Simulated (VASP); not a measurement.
# Ga4SbP3 (P-43m) in VASP: settings compared

Ga4SbP3 is run at these levels: r2SCAN, PBE; tasks: single point, relaxation of cell and atoms.

Program: VASP 6.6.1. These are calculated values, not measurements. Logs are shortened: lines on timing, memory, paths and dates and some standing lists are left out, and cuts for length are marked.

## Step 1: The cell of the first run

The structure is cubic, space group P-43m (No. 215). Conventional cell: a = 5.624 Å, b = 5.624 Å, c = 5.624 Å, α = 90.00°, β = 90.00°, γ = 90.00°. Within 3.2 Å of P (site symmetry -42m) lie 4 Ga at 2.40 Å. Ga (site symmetry 3m) has 3 P at 2.40 Å and 1 Sb at 2.55 Å within 3.2 Å. Within 3.4 Å of Sb (site symmetry -43m) lie 4 Ga at 2.55 Å.

## Step 2: Single point, r2SCAN

POSCAR

```
Ga4SbP3
1.0
    5.6236637155      0.0000000000      0.0000000000
    0.0000000000      5.6236637155      0.0000000000
    0.0000000000      0.0000000000      5.6236637155
P Ga Sb
3 4 1
Direct
    0.5000000000      0.0000000000      0.0000000000
    0.0000000000      0.5000000000      0.0000000000
    0.0000000000      0.0000000000      0.5000000000
    0.2377313489      0.7622686511      0.7622686511
    0.7622686511      0.2377313489      0.7622686511
    0.7622686511      0.7622686511      0.2377313489
    0.2377313489      0.2377313489      0.2377313489
    0.5000000000      0.5000000000      0.5000000000
```

INCAR.step1

```
PREC = Accurate
ENCUT = 520
ISMEAR = -1
SIGMA = 0.02
LREAL = F
LASPH = T
NELM = 100
NBANDS = 46
GGA = PE
ALGO = Normal
EDIFF = 1E-4
LWAVE = T
LCHARG = F
```

INCAR.step2

```
PREC = Accurate
ENCUT = 520
EDIFF = 1E-6
ISMEAR = -1
SIGMA = 0.02
LREAL = F
LASPH = T
NELM = 100
ALGO = Normal
ISIF = 2
LWAVE = F
LCHARG = F
METAGGA = R2SCAN
LMIXTAU = T
NBANDS = 46
ISTART = 1
```

KPOINTS

```
Automatic mesh
0
Gamma
  4 4 4
```

Potentials or basis: VASP PAW PBE potentials, release 64 (P, Ga_d, Sb).

Launch:

```
cat potpaw_PBE.64/P/POTCAR potpaw_PBE.64/Ga_d/POTCAR potpaw_PBE.64/Sb/POTCAR > POTCAR
cp INCAR.step1 INCAR
mpirun -np 1 vasp_std > vasp.out
cp INCAR.step2 INCAR
mpirun -np 1 vasp_std > vasp.out
```

OUTCAR:

```text
PREC = Accurate
   ENCUT = 520
   EDIFF = 1E-6
   ISMEAR = -1
   LREAL = F
   LASPH = T
   NELM = 100
   ISIF = 2
   METAGGA = R2SCAN
   ISTART = 1

 ion  position               nearest neighbor table
   1  0.500  0.000  0.000-   4 2.40   5 2.40   6 2.40   7 2.40
   2  0.000  0.500  0.000-   4 2.40   5 2.40   6 2.40   7 2.40
   3  0.000  0.000  0.500-   4 2.40   5 2.40   6 2.40   7 2.40
   4  0.238  0.762  0.762-   1 2.40   2 2.40   3 2.40   8 2.55
   5  0.762  0.238  0.762-   1 2.40   2 2.40   3 2.40   8 2.55
   6  0.762  0.762  0.238-   1 2.40   2 2.40   3 2.40   8 2.55
   7  0.238  0.238  0.238-   1 2.40   2 2.40   3 2.40   8 2.55
   8  0.500  0.500  0.500-   4 2.55   5 2.55   6 2.55   7 2.55

  LATTYP: Found a simple cubic cell.
 ALAT       =     5.6236637155

  Lattice vectors:

 A1 = (   5.6236637155,   0.0000000000,   0.0000000000)
 A2 = (   0.0000000000,   5.6236637155,   0.0000000000)
 A3 = (   0.0000000000,   0.0000000000,   5.6236637155)

Analysis of symmetry for initial positions (statically):
=====================================================================
 Subroutine PRICEL returns:
 Original cell was already a primitive cell.

 Routine SETGRP: Setting up the symmetry group for a
 simple cubic supercell.

 Subroutine GETGRP returns: Found 24 space group operations
 (whereof 24 operations were pure point group operations)
 out of a pool of 48 trial point group operations.

The static configuration has the point symmetry T_d .

Analysis of symmetry for dynamics (positions and initial velocities):
=====================================================================
 Subroutine PRICEL returns:
 Original cell was already a primitive cell.

 Routine SETGRP: Setting up the symmetry group for a
 simple cubic supercell.

 Subroutine GETGRP returns: Found 24 space group operations
 (whereof 24 operations were pure point group operations)
 out of a pool of 48 trial point group operations.

The dynamic configuration has the point symmetry T_d .

 Subroutine INISYM returns: Found 24 space group operations
 (whereof 24 operations are pure point group operations),
 and found     1 'primitive' translations

----------------------------------------------------------------------------------------

                                     Primitive cell

  volume of cell :     177.8517

  direct lattice vectors                    reciprocal lattice vectors
     5.623663716  0.000000000  0.000000000     0.177820021  0.000000000  0.000000000
     0.000000000  5.623663716  0.000000000     0.000000000  0.177820021  0.000000000
     0.000000000  0.000000000  5.623663716     0.000000000  0.000000000  0.177820021

  length of vectors
     5.623663716  5.623663716  5.623663716     0.177820021  0.177820021  0.177820021

  position of ions in fractional coordinates (direct lattice)
     0.500000000  0.000000000  0.000000000
     0.000000000  0.500000000  0.000000000
     0.000000000  0.000000000  0.500000000
     0.237731349  0.762268651  0.762268651
     0.762268651  0.237731349  0.762268651
     0.762268651  0.762268651  0.237731349
     0.237731349  0.237731349  0.237731349
     0.500000000  0.500000000  0.500000000

  ion indices of the primitive-cell ions
   primitive index   ion index
                 1           1
                 2           2
                 3           3
                 4           4
                 5           5
                 6           6
                 7           7
                 8           8

----------------------------------------------------------------------------------------

 KPOINTS: Automatic mesh

Automatic generation of k-mesh.
 Grid dimensions read from file:
 generate k-points for:    4    4    4

 Generating k-lattice:

  Cartesian coordinates                     Fractional coordinates (reciprocal lattice)
     0.044455005  0.000000000  0.000000000     0.250000000  0.000000000  0.000000000
     0.000000000  0.044455005  0.000000000     0.000000000  0.250000000  0.000000000
     0.000000000  0.000000000  0.044455005     0.000000000  0.000000000  0.250000000

  Length of vectors
     0.044455005  0.044455005  0.044455005

  Shift w.r.t. Gamma in fractional coordinates (k-lattice)
     0.000000000  0.000000000  0.000000000

 Subroutine IBZKPT returns following result:
 ===========================================

 Found     10 irreducible k-points:

 Following reciprocal coordinates:
            Coordinates               Weight
  0.000000  0.000000  0.000000      1.000000
  0.250000  0.000000  0.000000      6.000000
  0.500000  0.000000  0.000000      3.000000
  0.250000  0.250000  0.000000     12.000000
  0.500000  0.250000  0.000000     12.000000
  0.500000  0.500000  0.000000      3.000000
  0.250000  0.250000  0.250000      8.000000
  0.500000  0.250000  0.250000     12.000000
  0.500000  0.500000  0.250000      6.000000
  0.500000  0.500000  0.500000      1.000000
[... 82 lines left out ...]
     45       8.4886      0.00000
     46       8.4886      0.00000

 k-point     2 :       0.2500    0.0000    0.0000
  band No.  band energies     occupation
      1     -10.7050      2.00000
      2     -10.7008      2.00000
      3     -10.6947      2.00000
      4     -10.6237      2.00000
      5     -10.6001      2.00000
      6     -10.6001      2.00000
[... 38 lines left out ...]
     45       9.4930      0.00000
     46       9.4930      0.00000

 k-point     3 :       0.5000    0.0000    0.0000
  band No.  band energies     occupation
      1     -10.6989      2.00000
      2     -10.6889      2.00000
      3     -10.6765      2.00000
      4     -10.6491      2.00000
      5     -10.5878      2.00000
      6     -10.5878      2.00000
[... 38 lines left out ...]
     45      10.3826      0.00000
     46      10.5579      0.00000

 k-point     4 :       0.2500    0.2500    0.0000
  band No.  band energies     occupation
      1     -10.6984      2.00000
      2     -10.6947      2.00000
      3     -10.6874      2.00000
      4     -10.6316      2.00000
      5     -10.5995      2.00000
      6     -10.5965      2.00000
[... 38 lines left out ...]
     45       9.3119      0.00000
     46      10.4813      0.00000

 k-point     5 :       0.5000    0.2500    0.0000
  band No.  band energies     occupation
      1     -10.6928      2.00000
      2     -10.6847      2.00000
      3     -10.6751      2.00000
      4     -10.6492      2.00000
      5     -10.5912      2.00000
      6     -10.5899      2.00000
[... 38 lines left out ...]
     45      10.0431      0.00000
     46      10.0975      0.00000

 k-point     6 :       0.5000    0.5000    0.0000
  band No.  band energies     occupation
      1     -10.6809      2.00000
      2     -10.6791      2.00000
      3     -10.6791      2.00000
      4     -10.6515      2.00000
      5     -10.5952      2.00000
      6     -10.5887      2.00000
[... 38 lines left out ...]
     45      10.3711      0.00000
     46      10.4290      0.00000

 k-point     7 :       0.2500    0.2500    0.2500
  band No.  band energies     occupation
      1     -10.6920      2.00000
      2     -10.6920      2.00000
      3     -10.6827      2.00000
      4     -10.6392      2.00000
      5     -10.5963      2.00000
      6     -10.5963      2.00000
[... 38 lines left out ...]
     45       9.6407      0.00000
     46      10.8591      0.00000

 k-point     8 :       0.5000    0.2500    0.2500
  band No.  band energies     occupation
      1     -10.6890      2.00000
      2     -10.6829      2.00000
      3     -10.6759      2.00000
      4     -10.6517      2.00000
      5     -10.5930      2.00000
      6     -10.5904      2.00000
[... 38 lines left out ...]
     45      10.1880      0.00000
     46      10.4341      0.00000

 k-point     9 :       0.5000    0.5000    0.2500
  band No.  band energies     occupation
      1     -10.6814      2.00000
      2     -10.6805      2.00000
      3     -10.6805      2.00000
      4     -10.6550      2.00000
      5     -10.5944      2.00000
      6     -10.5911      2.00000
[... 38 lines left out ...]
     45       9.7597      0.00000
     46       9.7818      0.00000

 k-point    10 :       0.5000    0.5000    0.5000
  band No.  band energies     occupation
      1     -10.6819      2.00000
      2     -10.6819      2.00000
      3     -10.6819      2.00000
      4     -10.6585      2.00000
      5     -10.5933      2.00000
      6     -10.5933      2.00000
[... 38 lines left out ...]
     45       9.2811      0.00000
     46       9.2811      0.00000

------------------------ aborting loop because EDIFF is reached ----------------------------------------

  FORCE on cell =-STRESS in cart. coord.  units (eV):
  Direction    XX          YY          ZZ          XY          YZ          ZX
  --------------------------------------------------------------------------------------
  -------------------------------------------------------------------------------------
  Total       -0.0176811     -0.0176811     -0.0176811      0.0000000      0.0000000     -0.0000000
  in kB       -0.1592803     -0.1592803     -0.1592803      0.0000000      0.0000000     -0.0000000
  external PRESSURE =      -0.1592803 kB  Pullay stress =       0.0000000 kB

 VOLUME and BASIS-vectors are now :
 -----------------------------------------------------------------------------
  energy-cutoff  :      520.00
  volume of cell :      177.85
      direct lattice vectors                 reciprocal lattice vectors
     5.623663716  0.000000000  0.000000000     0.177820021  0.000000000  0.000000000
     0.000000000  5.623663716  0.000000000     0.000000000  0.177820021  0.000000000
     0.000000000  0.000000000  5.623663716     0.000000000  0.000000000  0.177820021

 POSITION                                       TOTAL-FORCE (eV/Angst)
 -----------------------------------------------------------------------------------
      2.81183      0.00000      0.00000         0.000000      0.000000      0.000000
      0.00000      2.81183      0.00000         0.000000      0.000000      0.000000
      0.00000      0.00000      2.81183         0.000000      0.000000     -0.000000
      1.33692      4.28674      4.28674        -0.010383      0.010383      0.010383
      4.28674      1.33692      4.28674         0.010383     -0.010383      0.010383
      4.28674      4.28674      1.33692         0.010383      0.010383     -0.010383
      1.33692      1.33692      1.33692        -0.010383     -0.010383     -0.010383
      2.81183      2.81183      2.81183         0.000000      0.000000     -0.000000
 -----------------------------------------------------------------------------------
    total drift:                                0.000000      0.000000      0.000000

  FREE ENERGIE OF THE ION-ELECTRON SYSTEM (eV)
  ---------------------------------------------------
  free  energy   TOTEN  =      -101.4519036249 eV

  energy  without entropy=     -101.4519036244  energy(sigma->0) =     -101.45190362
```

Run time: 3.4 min. Hardware: 1 thread of Intel Xeon Platinum 8488C (Sapphire Rapids), shared host; peak memory 0.32 GiB.

Results:

```yaml
Free_energy: -101.4519 eV
Pressure: 0.0 GPa
Largest_force: 0.018 eV/Å
Band_gap_on_the_k_mesh: 0.73 eV
```

Forces in eV/Å, atoms in the order of the input:
```
P    0.000  0.000  0.000
P    0.000  0.000  0.000
P    0.000  0.000  0.000
Ga  -0.010  0.010  0.010
Ga   0.010 -0.010  0.010
Ga   0.010  0.010 -0.010
Ga  -0.010 -0.010 -0.010
Sb   0.000  0.000  0.000
```

Levels at points of the mesh, in eV from the valence-band top:
| k point | band 34 | band 35 | band 36 | band 37 | band 38 | band 39 |
| --- | --- | --- | --- | --- | --- | --- |
| (0.00, 0.00, 0.00) | 0.00 | 0.00 | 0.00 | 0.73 | 1.68 | 1.68 |
| (0.50, 0.00, 0.00) | -2.21 | -1.43 | -1.43 | 1.85 | 2.19 | 3.17 |
| (0.50, 0.50, 0.00) | -1.57 | -0.96 | -0.96 | 2.66 | 2.66 | 3.33 |
| (0.50, 0.50, 0.50) | -0.64 | -0.64 | -0.64 | 1.24 | 1.24 | 1.24 |

Caveat: the PAW data sets were made with another functional, which shifts forces and pressure a little; spin-orbit coupling is left out, which moves the levels of the heavy elements.

## Step 3: Single point, r2SCAN

POSCAR is that of step 2.

INCAR.step1

```
SYSTEM = Ga4SbP3
PREC = Accurate
ENCUT = 520
ISMEAR = 0
SIGMA = 0.01
LREAL = .False.
LASPH = .True.
NELM = 80
NBANDS = 46
GGA = PE
ALGO = Normal
EDIFF = 1E-4
LWAVE = .True.
LCHARG = .False.
```

INCAR.step2

```
SYSTEM = Ga4SbP3
PREC = Accurate
ENCUT = 520
EDIFF = 1E-6
ISMEAR = 0
SIGMA = 0.01
LREAL = .False.
LASPH = .True.
NELM = 80
ALGO = Normal
ISIF = 2
LWAVE = .False.
LCHARG = .False.
METAGGA = R2SCAN
LMIXTAU = .True.
NBANDS = 46
ISTART = 1
```

KPOINTS

```
Automatic mesh
0
Gamma
  4 4 4
  0 0 0
```

Potentials or basis: VASP PAW PBE potentials, release 64 (P, Ga_d, Sb).

Launch:

```
cat potpaw_PBE.64/P/POTCAR potpaw_PBE.64/Ga_d/POTCAR potpaw_PBE.64/Sb/POTCAR > POTCAR
cp INCAR.step1 INCAR
mpirun -np 1 vasp_std > vasp.out
cp INCAR.step2 INCAR
mpirun -np 1 vasp_std > vasp.out
```

Wall time 3.6 min (1 thread of Intel Xeon Platinum 8488C (Sapphire Rapids), shared host); peak memory 0.32 GiB.

It converged, with:

```yaml
Free_energy: -101.4519 eV
Pressure: 0.0 GPa
Largest_force: 0.018 eV/Å
Band_gap_on_the_k_mesh: 0.73 eV
```

Forces on the atoms (eV/Å):
```
P    0.000  0.000  0.000
P    0.000  0.000  0.000
P    0.000  0.000  0.000
Ga  -0.010  0.010  0.010
Ga   0.010 -0.010  0.010
Ga   0.010  0.010 -0.010
Ga  -0.010 -0.010 -0.010
Sb   0.000  0.000  0.000
```

Levels at points of the mesh, in eV from the valence-band top:
| k point | band 33 | band 34 | band 35 | band 36 | band 37 | band 38 | band 39 | band 40 |
| --- | --- | --- | --- | --- | --- | --- | --- | --- |
| (0.00, 0.00, 0.00) | -2.82 | 0.00 | 0.00 | 0.00 | 0.73 | 1.68 | 1.68 | 1.68 |
| (0.50, 0.00, 0.00) | -2.21 | -2.21 | -1.43 | -1.43 | 1.85 | 2.19 | 3.17 | 3.98 |
| (0.50, 0.50, 0.00) | -1.96 | -1.57 | -0.96 | -0.96 | 2.66 | 2.66 | 3.33 | 3.41 |
| (0.50, 0.50, 0.50) | -1.54 | -0.64 | -0.64 | -0.64 | 1.24 | 1.24 | 1.24 | 2.31 |

Caveat: the PAW data sets were made with another functional, which shifts forces and pressure a little; spin-orbit coupling is left out, which moves the levels of the heavy elements.

## Step 4: Relaxation of cell and atoms, PBE

This run uses another cell than the first one, of 19.70 Å³/atom.

INCAR

```
ALGO     = Normal         # electronic algorithm
EDIFF    = 1E-6           # SCF threshold, eV
EDIFFG   = -0.005         # ionic threshold
ENCUT    = 600            # plane-wave cutoff, eV
GGA      = PE             # functional
IBRION   = 2              # ionic algorithm
ISIF     = 3              # what is computed and relaxed
ISMEAR   = -1             # smearing method
LASPH    = T              # aspherical terms in the spheres
LCHARG   = F              # write CHGCAR
LREAL    = F              # projectors in reciprocal space
LWAVE    = F              # write WAVECAR
NELM     = 80             # most SCF steps
NSW      = 80             # ionic steps
PREC     = Accurate       # precision mode
SIGMA    = 0.02           # smearing width, eV
```

KPOINTS

```
k-points
0
Gamma
  4 4 4
```

POSCAR

```
Ga4SbP3
1.0
    5.4015736485      0.0000000000      0.0000000000
    0.0000000000      5.4015736485      0.0000000000
    0.0000000000      0.0000000000      5.4015736485
P Ga Sb
3 4 1
Direct
    0.5000000000      0.0000000000      0.0000000000
    0.0000000000      0.5000000000      0.0000000000
    0.0000000000      0.0000000000      0.5000000000
    0.2500000000      0.7500000000      0.7500000000
    0.7500000000      0.2500000000      0.7500000000
    0.7500000000      0.7500000000      0.2500000000
    0.2500000000      0.2500000000      0.2500000000
    0.5000000000      0.5000000000      0.5000000000
```

Launch:

```
cat potpaw_PBE.64/P/POTCAR potpaw_PBE.64/Ga_d/POTCAR potpaw_PBE.64/Sb/POTCAR > POTCAR
mpirun -np 1 vasp_std > vasp.out
```

Wall time 9.3 min (1 thread of Intel Xeon Platinum 8488C (Sapphire Rapids), shared host); peak memory 0.38 GiB.

The run converged. Its results:

```yaml
Free_energy: -34.2356 eV
Relaxed_volume: 22.97 Å³/atom
Relaxed_cell: a = 5.686 Å, b = 5.686 Å, c = 5.686 Å, α = 90.00°, β = 90.00°, γ = 90.00°
Space_group_after_relaxing_to_0.1_Å: P-43m (No. 215)
Energy_gained_by_relaxing: 215.9 meV/atom
Ionic_steps: 11
Pressure_after_relaxing: 0.0 GPa
Band_gap_on_the_k_mesh: 0.34 eV
```

The path:
| step | energy change (eV) | largest force (eV/Å) | pressure (GPa) | volume (Å³) |
| --- | --- | --- | --- | --- |
| 1 | 0.0000 | 2.9052 | 16.12 | 157.60 |
| 2 | -1.2116 | 0.4085 | -5.94 | 207.28 |
| 3 | -1.6980 | 0.3841 | -0.88 | 186.71 |
| 4 | -1.6983 | 0.4177 | -0.69 | 186.09 |
| 5 | -1.7245 | 0.1389 | 0.02 | 183.94 |
| 6 | -1.7265 | 0.0479 | 0.20 | 183.25 |
| 7 | -1.7265 | 0.0374 | 0.25 | 183.17 |
| 8 | -1.7270 | 0.0159 | -0.04 | 183.96 |
| 9 | -1.7271 | 0.0040 | 0.18 | 183.70 |
| 10 | -1.7270 | 0.0108 | -0.04 | 183.88 |
| 11 | -1.7270 | 0.0030 | 0.03 | 183.79 |

Final structure:
```
P Ga Sb
1.0
     5.68559    0.00000    0.00000
     0.00000    5.68559    0.00000
     0.00000    0.00000    5.68559
P Ga Sb
3 4 1
Direct
  0.50000 0.00000 0.00000
  0.00000 0.50000 0.00000
  0.00000 0.00000 0.50000
  0.23763 0.76237 0.76237
  0.76237 0.23763 0.76237
  0.76237 0.76237 0.23763
  0.23763 0.23763 0.23763
  0.50000 0.50000 0.50000
```

Levels at points of the mesh, in eV from the valence-band top:
```
           k point  band 32  band 33  band 34  band 35  band 36  band 37  band 38  band 39  band 40  band 41
(0.00, 0.00, 0.00)    -2.59    -2.59     0.00     0.00     0.00     0.34     1.45     1.45     1.45     1.68
(0.50, 0.00, 0.00)    -3.06    -2.03    -2.03    -1.31    -1.31     1.62     1.98     2.76     3.53     4.15
(0.50, 0.50, 0.00)    -3.03    -1.80    -1.45    -0.87    -0.87     2.28     2.28     2.96     2.97     4.66
(0.50, 0.50, 0.50)    -1.41    -1.41    -0.58    -0.58    -0.58     0.84     0.84     0.84     1.80     4.15
```

Caveat: the volume moved by over 15 % at a fixed basis, so the end points are rough; spin-orbit coupling is left out, which moves the levels of the heavy elements.

## Step 5: Overview

| task | level | cell | cutoff (eV) | smearing | gap on the mesh (eV) | pressure (GPa) | largest force (eV/Å) |
| --- | --- | --- | --- | --- | --- | --- | --- |
| single point | r2SCAN | a = 5.624 Å, 8 atoms, atomic positions A | 520 | fermi-dirac 0.02 eV | 0.73 | 0.0 | 0.02 |
| single point | r2SCAN | a = 5.624 Å, 8 atoms, atomic positions A | 520 | gaussian 0.01 eV | 0.73 | 0.0 | 0.02 |
| relaxation of cell and atoms | PBE | relaxed from a = 5.402 Å, 8 atoms, atomic positions B | 600 | fermi-dirac 0.02 eV | 0.34 | 0.0 | - |

Alike in all rows: potentials or basis VASP PAW PBE potentials, release 64 (P, Ga_d, Sb); no spin polarisation; k mesh 4 × 4 × 4.

Caveats: spin-orbit coupling is left out, which moves the levels of the heavy elements; the PAW data sets were made with another functional, which shifts forces and pressure a little (at least some runs); the volume moved by over 15 % at a fixed basis, so the end points are rough (at least some runs).

Total energies depend on the potentials used, so only differences within one code and one set of settings carry meaning.
